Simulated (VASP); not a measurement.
Rb2Cd:

```
Rb Cd
1.0
     5.04574    0.00000    0.00000
     0.00000    5.04574    0.00000
     0.00000    0.00000    7.69880
Rb Cd
4 2
Direct
  0.00000 0.00000 0.00000
  0.50000 0.50000 0.00000
  0.00000 0.50000 0.27000
  0.50000 0.00000 0.73000
  0.00000 0.50000 0.70000
  0.50000 0.00000 0.30000
```

| Item | Value |
| --- | --- |
| Program | VASP 6.6.1 |
| Task | relaxation of cell and atoms |
| Functional | PBE |
| Potentials or basis | VASP PAW PBE potentials, release 64 (Rb_sv, Cd) |
| Cutoff | 600 eV |
| k mesh | 4 × 4 × 2 |
| Occupations | gaussian, width 0.1 eV |
| Spin | no spin polarisation |

At the start: pressure 9.2 GPa; volume 32.67 Å³/atom.

Problem. Where does the relaxation end?

Solution. Over 17 steps the energy falls by 652.8 meV/atom and the volume is 59.05 Å³/atom (+80.8 %); space group P4/nmm (No. 129, to 0.1 Å) before and after.

The path:
```tsv
step	energy change (eV)	largest force (eV/Å)	pressure (GPa)	volume (Å³)
1	0.0000	1.3218	9.16	196.01
2	-2.2023	0.9477	3.23	253.89
3	-3.0010	0.6986	1.00	312.63
4	-3.1422	0.3159	-0.40	455.95
5	-3.2225	0.4188	-0.21	406.43
6	-3.2305	0.4783	-0.04	381.76
7	-3.2313	0.4670	-0.08	386.34
8	-3.2763	0.4573	-0.10	385.67
9	-3.4060	0.4113	-0.15	383.53
10	-3.6311	0.3032	-0.22	378.74
11	-3.8726	0.1293	-0.22	367.25
12	-3.8780	0.1073	-0.18	364.97
13	-3.8971	0.0537	0.28	336.15
14	-3.9041	0.0736	0.10	345.55
15	-3.9140	0.0501	0.01	352.89
16	-3.9144	0.0453	-0.02	354.85
17	-3.9165	0.0162	0.00	354.31
```

Final structure:
```
Rb Cd
1.0
     5.87351    0.00000    0.00000
     0.00000    5.87351    0.00000
     0.00000    0.00000   10.27038
Rb Cd
4 2
Direct
  0.00000 0.00000 0.00000
  0.50000 0.50000 0.00000
  0.00000 0.50000 0.37104
  0.50000 0.00000 0.62896
  0.00000 0.50000 0.74824
  0.50000 0.00000 0.25176
```

Caveat: the k points lie up to 0.31 Å⁻¹ apart in the final cell, too coarse for converged energies and pressures of a metal; the volume moved by over 15 % at a fixed basis, so the end points are rough.
